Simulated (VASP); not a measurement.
# FeO (R-3m) in VASP: notebook

FeO is run at these levels: PBEsol; tasks: single point.

All numbers are computed with VASP 6.6.1; they aren't measurements. Logs are shortened: lines on timing, memory, paths and dates and some standing lists are left out, and cuts for length are marked.

## (1) The cell of the first run

The typed cell holds 2 atoms: a = 2.972 Å, b = 2.972 Å, c = 2.972 Å, α = 59.98°, β = 59.98°, γ = 59.98°.

## (2) Single point, PBEsol, collinear spin, ferromagnetic start (volume scaled by 0.97, then relaxed in part)

INCAR

```
PREC = Accurate
ENCUT = 520
EDIFF = 1E-6
ISMEAR = 0
SIGMA = 0.1
LREAL = F
LASPH = T
NELM = 150
ALGO = Normal
ISIF = 2
LWAVE = F
LCHARG = F
ISPIN = 2
MAGMOM = 3.76 0.37
LORBIT = 11
LMAXMIX = 4
GGA = PS
NBANDS = 18
```

KPOINTS

```
regular mesh
0
Gamma
  18 18 18
```

POSCAR

```
FeO
1.0
    1.4856561840      0.8577439978      2.4272570757
   -1.4856561840      0.8577439978      2.4272570757
    0.0000000000     -1.7154879955      2.4272570757
Fe O
1 1
Direct
    0.0000000000      0.0000000000      0.0000000000
    0.5000000000      0.5000000000      0.5000000000
```

Potentials or basis: VASP PAW PBE potentials, release 64 (Fe, O).

The run is started by

```console
> cat potpaw_PBE.64/Fe/POTCAR potpaw_PBE.64/O/POTCAR > POTCAR
> mpirun -np 1 vasp_std > vasp.out
```

OUTCAR:

```text
PREC = Accurate
   ENCUT = 520
   EDIFF = 1E-6
   ISMEAR = 0
   LREAL = F
   LASPH = T
   NELM = 150
   ISIF = 2
   ISPIN = 2
   LORBIT = 11
   GGA = PS

 ion  position               nearest neighbor table
   1  0.000  0.000  0.000-   2 2.10   2 2.10   2 2.10   2 2.10   2 2.10   2 2.10
   2  0.500  0.500  0.500-   1 2.10   1 2.10   1 2.10   1 2.10   1 2.10   1 2.10

  LATTYP: Found a trigonal (rhomboedric) cell.
 ALAT       =     2.9722846389
 COS(alpha) =     0.5003270588

  Lattice vectors:

 A1 = (   1.4856561840,   0.8577439978,   2.4272570757)
 A2 = (  -1.4856561840,   0.8577439978,   2.4272570757)
 A3 = (   0.0000000000,  -1.7154879955,   2.4272570757)

Analysis of symmetry for initial positions (statically):
=====================================================================
 Subroutine PRICEL returns:
 Original cell was already a primitive cell.

 Routine SETGRP: Setting up the symmetry group for a
 trigonal (rhombohedral) supercell.

 Subroutine GETGRP returns: Found 12 space group operations
 (whereof 12 operations were pure point group operations)
 out of a pool of 12 trial point group operations.

The static configuration has the point symmetry D_3d.

Analysis of symmetry for dynamics (positions and initial velocities):
=====================================================================
 Subroutine PRICEL returns:
 Original cell was already a primitive cell.

 Routine SETGRP: Setting up the symmetry group for a
 trigonal (rhombohedral) supercell.

 Subroutine GETGRP returns: Found 12 space group operations
 (whereof 12 operations were pure point group operations)
 out of a pool of 12 trial point group operations.

The dynamic configuration has the point symmetry D_3d.

Analysis of structural, dynamic, and magnetic symmetry:
=====================================================================
 Subroutine PRICEL returns:
 Original cell was already a primitive cell.

 Routine SETGRP: Setting up the symmetry group for a
 trigonal (rhombohedral) supercell.

 Subroutine GETGRP returns: Found 12 space group operations
 (whereof 12 operations were pure point group operations)
 out of a pool of 12 trial point group operations.

The overall configuration has the point symmetry D_3d.

 Subroutine INISYM returns: Found 12 space group operations
 (whereof 12 operations are pure point group operations),
 and found     1 'primitive' translations
[... 108 lines left out ...]
   EMIN   =  10.00;   EMAX   =-10.00  energy-range for DOS
   EFERMI =   0.00;   METHOD = LEGACY
   ISMEAR =     0;   SIGMA  =   0.10  broadening in eV -4-tet -1-fermi 0-gaus
   EFERMI_NEDOS =   21; number of points for ismear=-14 and -15
   IALGO  =     38    algorithm
   IMIX   =      4    mixing-type and parameters
     AMIX     =   0.40;   BMIX     =  1.00
     AMIX_MAG =   1.60;   BMIX_MAG =  1.00
  volume/ion in A,a.u.               =       9.28        62.62
  Fermi-wavevector in a.u.,A,eV,Ry     =   1.490287  2.816234 30.217921  2.220955
  Thomas-Fermi vector in A             =   2.603088
   LORBIT       =     11    0 simple, 1 ext, 2 COOP (PROOUT), +10 PAW based schemes
   GGA     = PS    functional components
   LHFCALC =     F    Hartree Fock is set to
   AEXX    =    0.0000 exact exchange contribution
   IVDW    =     0    specifies the selected vdW correction
   LEPSILON=     F    determine dielectric tensor
   LRPA    =     F    only Hartree local field effects (RPA)
 spin polarized calculation
 Gauss-broadening in eV      SIGMA  =   0.10
  energy-cutoff  :      520.00
  volume of cell :       18.56
 maximum number of plane-waves:       531
 NGX is ok and might be reduce to    24
   NGX = 11   NGY = 11   NGZ = 11

 number of electron      14.0000005 magnetization       3.9951154

 Free energy of the ion-electron system (eV)
  ---------------------------------------------------
  ext. energy  EPLUGINS =         0.00000000
  ---------------------------------------------------
  free energy    TOTEN  =       -15.84991423 eV

  energy without entropy =      -15.84383681  energy(sigma->0) =      -15.84687552

 E-fermi :   6.9128     XC(G=0): -12.8384

 val. band max:        6.9123056916   @ k =   0.3889   0.1667   0.1667
 cond. band min:       6.9128006545   @ k =   0.3889   0.2222   0.2222
 fundamental gap:      0.0004949629
 Fermi energy:         6.9127544001

 spin component 1

 k-point     1 :       0.0000    0.0000    0.0000
  band No.  band energies     occupation
      1     -14.4231      1.00000
      2       2.8068      1.00000
      3       2.8101      1.00000
      4       2.8101      1.00000
      5       2.9503      1.00000
      6       2.9527      1.00000
[... 493 lines left out ...]
     17      33.6906      0.00000
     18      35.9019      0.00000

 [... further k-points ...]

 spin component 2

 k-point     1 :       0.0000    0.0000    0.0000
  band No.  band energies     occupation
      1     -13.8336      1.00000
      2       3.4389      1.00000
      3       3.4423      1.00000
      4       3.4423      1.00000
      5       6.0566      1.00000
      6       6.0596      1.00000
[... 493 lines left out ...]
     17      34.6240      0.00000
     18      36.9769      0.00000

 [... further k-points ...]
[... 5 lines left out ...]
  --------------------------------------------------------------------------------------
  -------------------------------------------------------------------------------------
  Total        0.8493236      0.8493236      0.8456905      0.0000000      0.0000000     -0.0000000
  in kB       73.3230901     73.3230901     73.0094414      0.0000000      0.0000000     -0.0000000
  external PRESSURE =      73.2185405 kB  Pullay stress =       0.0000000 kB

 VOLUME and BASIS-vectors are now :
 -----------------------------------------------------------------------------
  energy-cutoff  :      520.00
  volume of cell :       18.56
      direct lattice vectors                 reciprocal lattice vectors
     1.485656184  0.857743998  2.427257076     0.336551623  0.194308170  0.137329225
    -1.485656184  0.857743998  2.427257076    -0.336551623  0.194308170  0.137329225
     0.000000000 -1.715487995  2.427257076     0.000000000 -0.388616340  0.137329225

 POSITION                                       TOTAL-FORCE (eV/Angst)
 -----------------------------------------------------------------------------------
      0.00000      0.00000      0.00000        -0.000000      0.000000      0.000000
      0.00000      0.00000      3.64089         0.000000     -0.000000     -0.000000
 -----------------------------------------------------------------------------------
    total drift:                               -0.000000      0.000000     -0.000000

  FREE ENERGIE OF THE ION-ELECTRON SYSTEM (eV)
  ---------------------------------------------------
  free  energy   TOTEN  =       -15.8499142324 eV

  energy  without entropy=      -15.8438368078  energy(sigma->0) =      -15.84687552

 total charge

# of ion       s       p       d       tot
------------------------------------------
    1        0.315   0.420   6.146   6.882
    2        1.552   3.457   0.000   5.009
--------------------------------------------------
tot          1.867   3.877   6.146  11.890

 magnetization (x)

# of ion       s       p       d       tot
------------------------------------------
    1        0.027   0.023   3.545   3.595
    2        0.033   0.285   0.000   0.319
--------------------------------------------------
tot          0.060   0.308   3.545   3.913
```

It took 15 min on 1 thread of AMD EPYC 7R13, shared host; peak memory 0.37 GiB.

What came out:

- Free energy: -15.8499 eV
- Pressure: 7.3 GPa
- Band gap on the k mesh: zero (filled and empty bands overlap)
- Net moment: 4.00 μB per cell
- Site moments: Fe +3.60; O +0.32 μB
- Valence electrons inside the program's atomic spheres: Fe 6.88; O 5.01

Caveat: the cell differs from its parent crystal (volume scaled by 0.97, then relaxed in part); the PAW data sets were made with another functional, which shifts forces and pressure a little; a cell with one magnetic atom can't hold antiferromagnetic order, which such compounds often take; semilocal functionals often make such compounds metallic where correlation or magnetic order opens a gap, which also shifts bond lengths.

## (3) Single point, PBEsol, collinear spin, ferromagnetic start

This run uses another cell than the first one, of 9.57 Å³/atom, 1.031 times its volume.

INCAR

```
SYSTEM = FeO
PREC = Accurate
ENCUT = 520
EDIFF = 1E-6
ISMEAR = 0
SIGMA = 0.1
LREAL = .False.
LASPH = .True.
NELM = 150
ALGO = Normal
ISIF = 2
LWAVE = .False.
LCHARG = .False.
ISPIN = 2
MAGMOM = 3.76 0.37
LORBIT = 11
LMAXMIX = 4
GGA = PS
NBANDS = 18
```

KPOINTS

```
regular mesh
0
Gamma
  18 18 18
  0 0 0
```

POSCAR

```
FeO
1.0
    1.5008169881      0.8664970921      2.4520267158
   -1.5008169881      0.8664970921      2.4520267158
    0.0000000000     -1.7329941842      2.4520267158
Fe O
1 1
Direct
    0.0000000000      0.0000000000      0.0000000000
    0.5000000000      0.5000000000      0.5000000000
```

Potentials or basis: VASP PAW PBE potentials, release 64 (Fe, O).

The run is started by

```console
> cat potpaw_PBE.64/Fe/POTCAR potpaw_PBE.64/O/POTCAR > POTCAR
> mpirun -np 1 vasp_std > vasp.out
```

Wall time 16 min (1 thread of AMD EPYC 7R13, shared host); peak memory 0.37 GiB.

Results (log left out):

```
Free energy                                           : -15.8645 eV
Pressure                                              : 0.4 GPa
Band gap on the k mesh                                : zero (filled and empty bands overlap)
Net moment                                            : 4.00 μB per cell
Site moments                                          : Fe +3.60; O +0.31 μB
Valence electrons inside the program's atomic spheres : Fe 6.82; O 4.99
```

Levels at points of the mesh, in eV from the Fermi level:
Spin up:
| k point | band 7 | band 8 | band 9 | band 10 | band 11 | band 12 |
| --- | --- | --- | --- | --- | --- | --- |
| (0.00, 0.00, 0.00) | -3.93 | -3.67 | -3.67 | 0.26 | 15.40 | 17.25 |
| (0.50, 0.00, 0.00) | -2.43 | -0.16 | -0.16 | 4.05 | 8.84 | 12.72 |
| (0.50, 0.50, 0.00) | -2.72 | -2.72 | -2.65 | 5.51 | 8.93 | 10.86 |
| (0.50, 0.50, 0.50) | -2.43 | -0.16 | -0.16 | 4.05 | 8.83 | 12.73 |
Spin down:
```tsv
k point	band 3	band 4	band 5	band 6	band 7	band 8
(0.00, 0.00, 0.00)	-3.38	-3.38	-0.81	-0.81	-0.81	0.10
(0.50, 0.00, 0.00)	-5.45	-5.44	0.43	0.44	0.66	2.93
(0.50, 0.50, 0.00)	-4.63	-4.62	-2.33	0.69	0.82	0.82
(0.50, 0.50, 0.50)	-5.44	-5.44	0.43	0.43	0.66	2.93
```

Caveat: the PAW data sets were made with another functional, which shifts forces and pressure a little; a cell with one magnetic atom can't hold antiferromagnetic order, which such compounds often take; semilocal functionals often make such compounds metallic where correlation or magnetic order opens a gap, which also shifts bond lengths. With open d or f shells a metallic result of PBEsol can be an artefact of self-interaction; +U or a hybrid may open a gap.

## (4) Single point, PBEsol, collinear spin, ferromagnetic start (volume scaled by 1.03, then relaxed in part)

INCAR

```
ALGO = Normal
EDIFF = 1E-7
ENCUT = 520
GGA = PS
ISIF = 2
ISMEAR = 0
ISPIN = 2
LASPH = True
LCHARG = True
LELF = True
LMAXMIX = 4
LORBIT = 11
LREAL = False
LVHAR = True
LWAVE = False
MAGMOM = 3.76 0.37
NBANDS = 18
NELM = 150
PREC = Accurate
SIGMA = 0.1
```

KPOINTS

```
k-points
0
Gamma
  18 18 18
```

POSCAR

```
FeO
1.0
    1.5156775287      0.8750768292      2.4763057870
   -1.5156775287      0.8750768292      2.4763057870
    0.0000000000     -1.7501536584      2.4763057870
Fe O
1 1
Direct
    0.0000000000      0.0000000000      0.0000000000
    0.5000000000      0.5000000000      0.5000000000
```

The run is started by

```console
> cat potpaw_PBE.64/Fe/POTCAR potpaw_PBE.64/O/POTCAR > POTCAR
> mpirun -np 1 vasp_std > vasp.out
```

Wall time 13 min (1 thread of AMD EPYC 7R13, shared host); peak memory 0.38 GiB.

The run converged. Its results:

```yaml
Free_energy: -15.8561 eV
Pressure: -5.5 GPa
Band_gap_on_the_k_mesh: zero (filled and empty bands overlap)
Net_moment: 4.00 μB per cell
Site_moments: Fe +3.61; O +0.31 μB
Valence_electrons_inside_the_program's_atomic_spheres: Fe 6.77; O 4.97
```

Levels at points of the mesh, in eV from the Fermi level:
Spin up:
```csv
k point,band 5,band 6,band 7,band 8,band 9,band 10,band 11,band 12,band 13,band 14
"(0.00, 0.00, 0.00)",-3.89,-3.89,-3.89,-3.67,-3.67,0.08,15.29,16.99,17.00,17.00
"(0.50, 0.00, 0.00)",-3.04,-3.04,-2.47,-0.27,-0.26,3.96,8.54,12.49,12.50,19.52
"(0.50, 0.50, 0.00)",-4.86,-3.26,-2.76,-2.76,-2.73,5.28,8.72,10.69,14.75,14.76
"(0.50, 0.50, 0.50)",-3.04,-3.04,-2.47,-0.27,-0.27,3.97,8.53,12.51,12.51,19.53
```
Spin down:
```tsv
k point	band 3	band 4	band 5	band 6	band 7	band 8
(0.00, 0.00, 0.00)	-3.29	-3.29	-0.77	-0.76	-0.76	0.11
(0.50, 0.00, 0.00)	-5.27	-5.27	0.41	0.42	0.63	2.81
(0.50, 0.50, 0.00)	-4.50	-4.50	-2.21	0.67	0.78	0.78
(0.50, 0.50, 0.50)	-5.27	-5.27	0.41	0.41	0.63	2.81
```

Caveat: the cell differs from its parent crystal (volume scaled by 1.03, then relaxed in part); the PAW data sets were made with another functional, which shifts forces and pressure a little; a cell with one magnetic atom can't hold antiferromagnetic order, which such compounds often take; semilocal functionals often make such compounds metallic where correlation or magnetic order opens a gap, which also shifts bond lengths.

## (5) Single point, PBEsol, collinear spin, ferromagnetic start (volume scaled by 1.06, then relaxed in part)

INCAR

```
PREC = Accurate
ENCUT = 520
EDIFF = 1E-6
ISMEAR = 0
SIGMA = 0.1
LREAL = F
LASPH = T
NELM = 150
ALGO = Normal
ISIF = 2
LWAVE = F
LCHARG = T
ISPIN = 2
MAGMOM = 3.76 0.37
LORBIT = 11
LMAXMIX = 4
GGA = PS
LELF = T
LVHAR = T
NBANDS = 18
```

KPOINTS

```
regular mesh
0
Gamma
  18 18 18
```

POSCAR

```
FeO
1.0
    1.5302522452      0.8834915457      2.5001178803
   -1.5302522452      0.8834915457      2.5001178803
    0.0000000000     -1.7669830914      2.5001178803
Fe O
1 1
Direct
    0.0000000000      0.0000000000      0.0000000000
    0.5000000000      0.5000000000      0.5000000000
```

The run is started by

```console
> cat potpaw_PBE.64/Fe/POTCAR potpaw_PBE.64/O/POTCAR > POTCAR
> mpirun -np 1 vasp_std > vasp.out
```

It took 15 min on 1 thread of AMD EPYC 7R13, shared host; peak memory 0.39 GiB.

Results (log left out):

- Free energy: -15.8281 eV
- Pressure: -10.5 GPa
- Band gap on the k mesh: zero (filled and empty bands overlap)
- Net moment: 4.00 μB per cell
- Site moments: Fe +3.61; O +0.30 μB
- Valence electrons inside the program's atomic spheres: Fe 6.72; O 4.96

Levels at points of the mesh, in eV from the Fermi level:
Spin up:
| k point | band 6 | band 7 | band 8 | band 9 | band 10 | band 11 | band 12 | band 13 |
| --- | --- | --- | --- | --- | --- | --- | --- | --- |
| (0.00, 0.00, 0.00) | -3.79 | -3.79 | -3.66 | -3.66 | -0.08 | 15.19 | 16.75 | 16.76 |
| (0.50, 0.00, 0.00) | -3.06 | -2.51 | -0.36 | -0.36 | 3.89 | 8.26 | 12.28 | 12.29 |
| (0.50, 0.50, 0.00) | -3.28 | -2.80 | -2.79 | -2.79 | 5.06 | 8.53 | 10.54 | 14.41 |
| (0.50, 0.50, 0.50) | -3.06 | -2.51 | -0.36 | -0.36 | 3.89 | 8.25 | 12.29 | 12.29 |
Spin down:
```csv
k point,band 3,band 4,band 5,band 6,band 7,band 8
"(0.00, 0.00, 0.00)",-3.21,-3.21,-0.73,-0.73,-0.73,0.12
"(0.50, 0.00, 0.00)",-5.11,-5.10,0.39,0.39,0.60,2.70
"(0.50, 0.50, 0.00)",-4.38,-4.38,-2.10,0.66,0.74,0.74
"(0.50, 0.50, 0.50)",-5.10,-5.10,0.39,0.39,0.59,2.70
```

Caveat: the cell differs from its parent crystal (volume scaled by 1.06, then relaxed in part); the PAW data sets were made with another functional, which shifts forces and pressure a little; a cell with one magnetic atom can't hold antiferromagnetic order, which such compounds often take; semilocal functionals often make such compounds metallic where correlation or magnetic order opens a gap, which also shifts bond lengths.

## (6) Summary

| cell | gap on the mesh (eV) | pressure (GPa) | moment (μB) |
| --- | --- | --- | --- |
| a = 2.972 Å, angles 60.0°, 2 atoms | none | 7.3 | 4.00 |
| a = 3.003 Å, angles 60.0°, 2 atoms | none | 0.4 | 4.00 |
| a = 3.032 Å, angles 60.0°, 2 atoms | none | -5.5 | 4.00 |
| a = 3.062 Å, angles 60.0°, 2 atoms | none | -10.5 | 4.00 |

Alike in all rows: task single point; level PBEsol; potentials or basis VASP PAW PBE potentials, release 64 (Fe, O); spin collinear, ferromagnetic start; k mesh 18 × 18 × 18; cutoff (eV) 520; smearing gaussian 0.1 eV.

Caveats: the PAW data sets were made with another functional, which shifts forces and pressure a little; a cell with one magnetic atom can't hold antiferromagnetic order, which such compounds often take; semilocal functionals often make such compounds metallic where correlation or magnetic order opens a gap, which also shifts bond lengths.

Absolute energies hang on the potentials; compare differences alone.
